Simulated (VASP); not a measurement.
# Si (Cmmm) in VASP: notebook, part 3 of 3

VASP 6.6.1. The steps go on from the part before.

## Step 4: Relaxation of cell and atoms, PBE

INCAR reads:

```
  ALGO = Normal
  EDIFF = 1E-7
  EDIFFG = -0.04
  ENCUT = 600
  GGA = PE
  IBRION = 2
  ISIF = 3
  ISMEAR = 0
  LASPH = True
  LCHARG = False
  LREAL = False
  LWAVE = False
  NELM = 60
  NSW = 90
  PREC = Accurate
  SIGMA = 0.1
```

KPOINTS reads:

```
k-points
0
Gamma
  4 4 4
```

POSCAR reads:

```
Si
1.0
    2.3451993500     -3.6000603700      0.0000000000
    2.3451993500      3.6000603700      0.0000000000
    0.0000000000      0.0000000000      5.9615516000
Si
6
Direct
    0.5000000000      0.5000000000      0.1913392900
    0.5000000000      0.5000000000      0.8086607100
    0.0000000000      0.5000000000      0.6913391400
    0.5000000000      0.0000000000      0.3086608600
    0.5000000000      0.0000000000      0.6913391400
    0.0000000000      0.5000000000      0.3086608600
```

Potentials or basis: VASP PAW PBE potentials, release 64 (Si).

The run is started by

```sh
$ cat potpaw_PBE.64/Si/POTCAR > POTCAR
$ mpirun -np 1 vasp_std > vasp.out
```

OUTCAR:

```text
EDIFF = 1E-7
   EDIFFG = -0.04
   ENCUT = 600
   GGA = PE
   IBRION = 2
   ISIF = 3
   ISMEAR = 0
   LASPH = True
   LREAL = False
   NELM = 60
   NSW = 90
   PREC = Accurate

 ion  position               nearest neighbor table
   1  0.500  0.500  0.191-   4 2.26   6 2.26   4 2.26   6 2.26   2 2.28
   2  0.500  0.500  0.809-   3 2.26   5 2.26   5 2.26   3 2.26   1 2.28
   3  0.000  0.500  0.691-   2 2.26   2 2.26   6 2.28   5 2.35   5 2.35
   4  0.500  0.000  0.309-   1 2.26   1 2.26   5 2.28   6 2.35   6 2.35
   5  0.500  0.000  0.691-   2 2.26   2 2.26   4 2.28   3 2.35   3 2.35
   6  0.000  0.500  0.309-   1 2.26   1 2.26   3 2.28   4 2.35   4 2.35

  LATTYP: Found a base centered orthorhombic cell.
 ALAT       =     4.6903987000
 B/A-ratio  =     1.5350764829
 C/A-ratio  =     1.2710116946

  Lattice vectors:

 A1 = (   2.3451993500,  -3.6000603700,   0.0000000000)
 A2 = (   2.3451993500,   3.6000603700,   0.0000000000)
 A3 = (   0.0000000000,   0.0000000000,   5.9615516000)

Analysis of symmetry for initial positions (statically):
=====================================================================
 Subroutine PRICEL returns:
 Original cell was already a primitive cell.

 Routine SETGRP: Setting up the symmetry group for a
 base centered orthorhombic supercell.

 Subroutine GETGRP returns: Found  8 space group operations
 (whereof  8 operations were pure point group operations)
 out of a pool of  8 trial point group operations.

The static configuration has the point symmetry D_2h.

Analysis of symmetry for dynamics (positions and initial velocities):
=====================================================================
 Subroutine PRICEL returns:
 Original cell was already a primitive cell.

 Routine SETGRP: Setting up the symmetry group for a
 base centered orthorhombic supercell.

 Subroutine GETGRP returns: Found  8 space group operations
 (whereof  8 operations were pure point group operations)
 out of a pool of  8 trial point group operations.

The dynamic configuration has the point symmetry D_2h.

 Subroutine INISYM returns: Found  8 space group operations
 (whereof  8 operations are pure point group operations),
 and found     1 'primitive' translations

----------------------------------------------------------------------------------------

                                     Primitive cell

  volume of cell :     100.6651

  direct lattice vectors                    reciprocal lattice vectors
     2.345199350 -3.600060370  0.000000000     0.213201492 -0.138886560  0.000000000
     2.345199350  3.600060370  0.000000000     0.213201492  0.138886560  0.000000000
     0.000000000  0.000000000  5.961551600     0.000000000  0.000000000  0.167741566

  length of vectors
     4.296556139  4.296556139  5.961551600     0.254449116  0.254449116  0.167741566

  position of ions in fractional coordinates (direct lattice)
     0.500000000  0.500000000  0.191339290
     0.500000000  0.500000000  0.808660710
     0.000000000  0.500000000  0.691339140
     0.500000000  0.000000000  0.308660860
     0.500000000  0.000000000  0.691339140
     0.000000000  0.500000000  0.308660860

  ion indices of the primitive-cell ions
   primitive index   ion index
                 1           1
                 2           2
                 3           3
                 4           4
                 5           5
                 6           6

----------------------------------------------------------------------------------------

 KPOINTS: k-points

Automatic generation of k-mesh.
 Grid dimensions read from file:
 generate k-points for:    4    4    4

 Generating k-lattice:

  Cartesian coordinates                     Fractional coordinates (reciprocal lattice)
     0.053300373 -0.034721640  0.000000000     0.250000000  0.000000000  0.000000000
     0.053300373  0.034721640  0.000000000     0.000000000  0.250000000  0.000000000
     0.000000000  0.000000000  0.041935391     0.000000000  0.000000000  0.250000000

  Length of vectors
     0.063612279  0.063612279  0.041935391

  Shift w.r.t. Gamma in fractional coordinates (k-lattice)
     0.000000000  0.000000000  0.000000000

 Subroutine IBZKPT returns following result:
 ===========================================

 Found     21 irreducible k-points:

 Following reciprocal coordinates:
            Coordinates               Weight
  0.000000  0.000000  0.000000      1.000000
  0.250000  0.000000  0.000000      4.000000
  0.500000  0.000000  0.000000      2.000000
  0.250000  0.250000  0.000000      2.000000
  0.500000  0.250000  0.000000      4.000000
 -0.250000  0.250000  0.000000      2.000000
[... 13 lines left out ...]
 -0.250000  0.250000  0.500000      2.000000
  0.500000  0.500000  0.500000      1.000000
   k-points           NKPTS =     21   k-points in BZ     NKDIM =     21   number of bands    NBANDS=     16
   number of dos      NEDOS =    301   number of ions     NIONS =      6
   total plane-waves  NPLWV =  62208
   dimension x,y,z NGX =    36 NGY =   36 NGZ =   48
   dimension x,y,z NGXF=    72 NGYF=   72 NGZF=   96
   ions per type =               6
   NGX,Y,Z   is equivalent  to a cutoff of  13.93, 13.93, 13.39 a.u.
   NGXF,Y,Z  is equivalent  to a cutoff of  27.86, 27.86, 26.77 a.u.
 SYSTEM =  unknown system
   PREC   = accura    normal or accurate (medium, high low for compatibility)
   ISTART =      0    job   : 0-new  1-cont  2-samecut
   ICHARG =      2    charge: 1-file 2-atom 10-const
   ISPIN  =      1    spin polarized calculation?
   LNONCOLLINEAR =      F non collinear calculations
   LSORBIT =      F    spin-orbit coupling
   LASPH  =      T    aspherical Exc in radial PAW
   ENCUT  =  600.0 eV  44.10 Ry    6.64 a.u.   8.58  8.58 11.91*2*pi/ulx,y,z
   NELM   =     60;   NELMIN=  2; NELMDL= -5     # of ELM steps
   EDIFF  = 0.1E-06   stopping-criterion for ELM
   LREAL  =      F    real-space projection
   EDIFFG = -.4E-01   stopping-criterion for IOM
   NSW    =     90    number of steps for IOM
   IBRION =      2    ionic relax: 0-MD 1-quasi-New 2-CG
   NFREE  =      1    steps in history (QN), initial steepest desc. (CG)
   ISIF   =      3    stress and relaxation
   ISYM   =      2    0-nonsym 1-usesym 2-fastsym
   POTIM  = 0.5000    time-step for ionic-motion
   TEBEG  =    0.0;   TEEND  =   0.0 temperature during run
   PSTRESS=    0.0 pullay stress
   NELECT =      24.0000    total number of electrons
   NUPDOWN=      -1.0000    fix difference up-down
   EMIN   =  10.00;   EMAX   =-10.00  energy-range for DOS
   EFERMI =   0.00;   METHOD = LEGACY
   ISMEAR =     0;   SIGMA  =   0.10  broadening in eV -4-tet -1-fermi 0-gaus
   EFERMI_NEDOS =   21; number of points for ismear=-14 and -15
   IALGO  =     38    algorithm
   IMIX   =      4    mixing-type and parameters
     AMIX     =   0.40;   BMIX     =  1.00
     AMIX_MAG =   1.60;   BMIX_MAG =  1.00
  volume/ion in A,a.u.               =      16.78       113.22
  Fermi-wavevector in a.u.,A,eV,Ry     =   1.015124  1.918306 14.020478  1.030476
  Thomas-Fermi vector in A             =   2.148391
   LORBIT       =      0    0 simple, 1 ext, 2 COOP (PROOUT), +10 PAW based schemes
   GGA     = PE    functional components
   LHFCALC =     F    Hartree Fock is set to
   AEXX    =    0.0000 exact exchange contribution
   IVDW    =     0    specifies the selected vdW correction
   LEPSILON=     F    determine dielectric tensor
   LRPA    =     F    only Hartree local field effects (RPA)
 conjugate gradient relaxation of ions
 non-spin polarized calculation
 Gauss-broadening in eV      SIGMA  =   0.10
  energy-cutoff  :      600.00
  volume of cell :      100.67
 maximum number of plane-waves:      3396
 NGX is ok and might be reduce to    36
   NGX = 17   NGY = 17   NGZ = 23

--------------------------------------- Ionic step        1  -------------------------------------------

 number of electron      23.9999999 magnetization

 Free energy of the ion-electron system (eV)
  ---------------------------------------------------
  ext. energy  EPLUGINS =         0.00000000
  ---------------------------------------------------
  free energy    TOTEN  =       -28.09454314 eV

  energy without entropy =      -28.08340685  energy(sigma->0) =      -28.08897500

 E-fermi :   7.9102     XC(G=0): -10.1121

 val. band max:        7.8572039486   @ k =   0.5000   0.5000   0.5000
 cond. band min:       7.9162853487   @ k =   0.5000   0.2500   0.5000
 fundamental gap:      0.0590814001
 Fermi energy:         7.9101660526

 k-point     1 :       0.0000    0.0000    0.0000
  band No.  band energies     occupation
      1      -6.2037      2.00000
      2      -3.5010      2.00000
      3      -0.6412      2.00000
      4       0.8359      2.00000
      5       2.3418      2.00000
      6       2.7141      2.00000
[... 8 lines left out ...]
     15       7.7639      1.96138
     16       8.8854      0.00000
[... 615 lines left out ...]
  energy  without entropy=      -29.4830589773  energy(sigma->0) =      -29.48932991

--------------------------------------- Ionic step        7  -------------------------------------------

 number of electron      24.0000001 magnetization

 Free energy of the ion-electron system (eV)
  ---------------------------------------------------
  ext. energy  EPLUGINS =         0.00000000
  ---------------------------------------------------
  free energy    TOTEN  =       -29.49788466 eV

  energy without entropy =      -29.48474060  energy(sigma->0) =      -29.49131263

 E-fermi :   5.8288     XC(G=0):  -9.3445

 val. band max:        5.7740497112   @ k =   0.5000   0.2500   0.5000
 cond. band min:       5.8291216599   @ k =   0.2500   0.0000   0.5000
 fundamental gap:      0.0550719487
 Fermi energy:         5.8288326408

 k-point     1 :       0.0000    0.0000    0.0000
  band No.  band energies     occupation
      1      -6.7865      2.00000
      2      -4.3328      2.00000
      3      -2.0170      2.00000
      4      -0.2583      2.00000
      5       0.0653      2.00000
      6       1.4751      2.00000
[... 8 lines left out ...]
     15       5.6883      1.95309
     16       7.1261      0.00000
[... 411 lines left out ...]
  FREE ENERGIE OF THE ION-ELECTRON SYSTEM (eV)
  ---------------------------------------------------
  free  energy   TOTEN  =       -29.4978846612 eV

  energy  without entropy=      -29.4847406002  energy(sigma->0) =      -29.49131263

 reached required accuracy - stopping structural energy minimisation
```

OSZICAR:

```text
N       E                     dE             d eps       ncg     rms          rms(c)
DAV:   1     0.713530047554E+02    0.71353E+02   -0.10830E+04   672   0.142E+03
DAV:   2    -0.251371301380E+02   -0.96490E+02   -0.95137E+02   880   0.191E+02
DAV:   3    -0.287344177329E+02   -0.35973E+01   -0.35547E+01   912   0.372E+01
[... 74 lines left out ...]
DAV:   4    -0.294978893716E+02    0.24399E-04   -0.12640E-04   768   0.617E-02    0.149E-02
DAV:   5    -0.294978851144E+02    0.42572E-05   -0.21497E-05   872   0.263E-02    0.509E-03
DAV:   6    -0.294978847840E+02    0.33042E-06   -0.29465E-06   824   0.103E-02    0.284E-03
DAV:   7    -0.294978846374E+02    0.14661E-06   -0.36416E-07   720   0.367E-03    0.887E-04
DAV:   8    -0.294978846612E+02   -0.23747E-07   -0.32192E-08   384   0.113E-03
   7 F= -.29497885E+02 E0= -.29491313E+02  d E =-.228381E-02
```

CONTCAR:

```text
Si
   1.00000000000000
     2.5022527827070027   -3.9182536357138971    0.0000000000000000
     2.5022527827070027    3.9182536357138971    0.0000000000000000
     0.0000000000000000    0.0000000000000000    6.2359598962147818
  Si
     6
Direct
     0.5000000000000000    0.5000000000000000    0.1870294859618591
     0.5000000000000000    0.5000000000000000    0.8129705140381409
     0.0000000000000000    0.5000000000000000    0.6906528534703946
     0.5000000000000000    0.0000000000000000    0.3093471465296054
     0.5000000000000000    1.0000000000000000    0.6906528534703946
     0.0000000000000000    0.5000000000000000    0.3093471465296054

  0.00000000E+00  0.00000000E+00  0.00000000E+00
  0.00000000E+00  0.00000000E+00  0.00000000E+00
  0.00000000E+00  0.00000000E+00  0.00000000E+00
  0.00000000E+00  0.00000000E+00  0.00000000E+00
  0.00000000E+00  0.00000000E+00  0.00000000E+00
  0.00000000E+00  0.00000000E+00  0.00000000E+00
```

Run time: 3.5 min. Hardware: 1 thread of Intel Xeon Platinum 8488C (Sapphire Rapids), shared host; peak memory 0.23 GiB.

What came out:

* Free energy: -29.4979 eV
* Relaxed volume: 20.38 Å³/atom
* Relaxed cell: a = 4.649 Å, b = 4.649 Å, c = 6.236 Å, α = 90.00°, β = 90.00°, γ = 114.87°
* Space group after relaxing (to 0.1 Å): Cmmm (No. 65)
* Energy gained by relaxing: 233.9 meV/atom
* Ionic steps: 7
* Pressure after relaxing: 0.0 GPa
* Largest force after relaxing: 0.018 eV/Å
* Band gap on the k mesh: zero (bands 12 and 13 overlap by 2.84 eV)

Forces in eV/Å, atoms in the order of the input:
```
Si   0.000  0.000 -0.004
Si   0.000  0.000  0.004
Si   0.000  0.000 -0.018
Si   0.000  0.000  0.018
Si   0.000  0.000 -0.018
Si   0.000  0.000  0.018
```

Stress tensor (GPa, compression positive):
```
-0.23  0.00  0.00
 0.00  0.22  0.00
 0.00  0.00 -0.15
```

The path:
```csv
step,energy change (eV),largest force (eV/Å),pressure (GPa),volume (Å³)
1,0.0000,1.2015,22.82,100.67
2,-0.8693,0.8971,-7.12,139.47
3,-1.3924,0.3093,0.29,121.81
4,-1.3923,0.2887,0.57,121.36
5,-1.3986,0.1866,-0.14,122.33
6,-1.4011,0.0691,0.09,121.99
7,-1.4033,0.0176,-0.05,122.28
```

Final structure:
```
Si
1.0
     2.50225   -3.91825    0.00000
     2.50225    3.91825    0.00000
     0.00000    0.00000    6.23596
Si
6
Direct
  0.50000 0.50000 0.18703
  0.50000 0.50000 0.81297
  0.00000 0.50000 0.69065
  0.50000 0.00000 0.30935
  0.50000 0.00000 0.69065
  0.00000 0.50000 0.30935
```

Levels at points of the mesh, in eV from the Fermi level:
```tsv
k point	band 9	band 10	band 11	band 12	band 13	band 14	band 15	band 16
(0.00, 0.00, 0.00)	-2.54	-2.35	-1.43	-1.39	-1.35	-0.34	-0.14	1.30
(0.50, 0.00, 0.00)	-3.01	-2.50	-1.44	0.75	0.86	2.03	2.71	2.75
(0.50, 0.50, 0.00)	-4.06	-2.48	-1.89	1.49	2.71	2.78	3.25	3.26
(0.00, 0.00, 0.50)	-2.58	-2.40	-2.33	-1.54	-1.19	-0.87	1.28	2.73
(0.50, 0.00, 0.50)	-2.22	-2.13	-1.90	0.43	1.10	1.11	2.28	3.21
(0.50, 0.50, 0.50)	-3.24	-2.43	-0.21	-0.13	0.41	1.76	2.71	3.30
```

Caveat: the k points lie up to 0.37 Å⁻¹ apart in the final cell, too coarse for converged energies and pressures of a metal; the volume moved by over 15 % at a fixed basis, so the end points are rough.

## Step 5: Summary

```csv
task,cell,cutoff (eV),gap on the mesh (eV),pressure (GPa),largest force (eV/Å)
single point,"a = 4.297, b = 4.297, c = 5.962 Å, angles 90.0, 90.0, 113.8°, 6 atoms, atomic positions A",520,none,22.8,1.20
single point,"a = 4.650, b = 4.650, c = 6.228 Å, angles 90.0, 90.0, 115.0°, 6 atoms, atomic positions B",520,none,0.1,0.01
relaxation of cell and atoms,"relaxed from a = 4.297, b = 4.297, c = 5.962 Å, angles 90.0, 90.0, 113.8°, 6 atoms, atomic positions A",600,none,0.0,0.02
```

Alike in all rows: level PBE; potentials or basis VASP PAW PBE potentials, release 64 (Si); no spin polarisation; k mesh 4 × 4 × 4; smearing gaussian 0.1 eV.

Caveats: all runs use coarse meshes; forces of over 1 eV/Å act on the atoms, so gaps and moduli don't describe the material at rest (at least some runs); the volume moved by over 15 % at a fixed basis, so the end points are rough (at least some runs).

Absolute energies hang on the potentials; compare differences alone.
